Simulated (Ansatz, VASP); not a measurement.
One calculation of As, two programs

Contents of POSCAR:

```
As
1.0
    2.7036817444      0.0000000000      0.0000000000
    0.0000000000      2.7036817444      0.0000000000
    0.0000000000      0.0000000000      2.7036817444
As
1
Direct
    0.5000000000      0.5000000000      0.5000000000
```

File INCAR.step1:

```
PREC = Accurate ; ENCUT = 520
EDIFF = 1E-5 ; ISMEAR = -1
SIGMA = 0.05 ; LREAL = F
LASPH = T ; NELM = 80
ALGO = Normal ; ISIF = 2
LWAVE = T ; LCHARG = F
NBANDS = 8 ; GGA = PE
```

The input INCAR.step2:

```
PREC = Accurate ; ENCUT = 520
EDIFF = 1E-6 ; ISMEAR = -1
SIGMA = 0.05 ; LREAL = F
LASPH = T ; NELM = 80
ALGO = Normal ; ISIF = 2
LWAVE = F ; LCHARG = F
GGA = PS ; LHFCALC = T
AEXX = 0.25 ; HFSCREEN = 0.207
PRECFOCK = Normal ; NBANDS = 8
ISTART = 1
```

KPOINTS

```
Automatic mesh
0
Gamma
  5 5 5
```

Contents of input:

```
crystal:
  lattice:
    - [2.7036817444, 0.0, 0.0]
    - [0.0, 2.7036817444, 0.0]
    - [0.0, 0.0, 2.7036817444]
  atoms:
    - { symbol: As, position: [0.5, 0.5, 0.5] }
hamiltonian:
  xc:
    exchange: hjs_pbesol
    correlation: pbesol
    exx: { coeff: 0.25, omega: 0.207 }
  pseudopotentials: { kind: paw }
kpoints:
  mp_grid: { grid: [5, 5, 5] }
  band_path:
    path:
      - [[0.0, 0.0, 0.0], [0.0, 0.5, 0.0], [0.5, 0.5, 0.0], [0.0, 0.0, 0.0], [0.5, 0.5, 0.5], [0.0, 0.5, 0.0]]
      - [[0.5, 0.5, 0.0], [0.5, 0.5, 0.5]]
    npoints: 4
scf:
  occupations: { method: fermi_dirac, width: 0.05 }
  n_extra_bands: 6
output:
  forces: true
  stress: true
  eigenvalues: true
  fatbands: false
```

Alike in both runs: functional PBEsol-based screened hybrid with a share of 0.25 of exact exchange and HFSCREEN = 0.207; k mesh 5 × 5 × 5; occupations fermi-dirac, width 0.05 eV; no spin polarisation.

```csv
,VASP,Ansatz
version,VASP 6.6.1,Ansatz 0.2.0
potentials or method,"VASP PAW PBE potentials, release 64 (As)",Ansatz PAW
plane-wave cutoff (eV),520,420
valence electrons in the cell,5,15
task,single point,band structure
```

VASP gave:

```
gap on the k mesh at the Fermi level (eV) : none
pressure (GPa)                            : -3.1
```

**Question.** Estimate Ansatz's values.

**Answer.** gap on the k mesh at the Fermi level (eV): none; pressure (GPa): -2.7.

VASP's potentials were made for PBE, not for PBEsol-based screened hybrid. A gap of «none» marks a metal or a gap that the smearing closes. VASP's potentials hold 5 valence electrons a cell and Ansatz's 15, so a difference there can come from the potentials and not from the codes.

The k mesh is coarse, so the values compare programs but aren't converged.
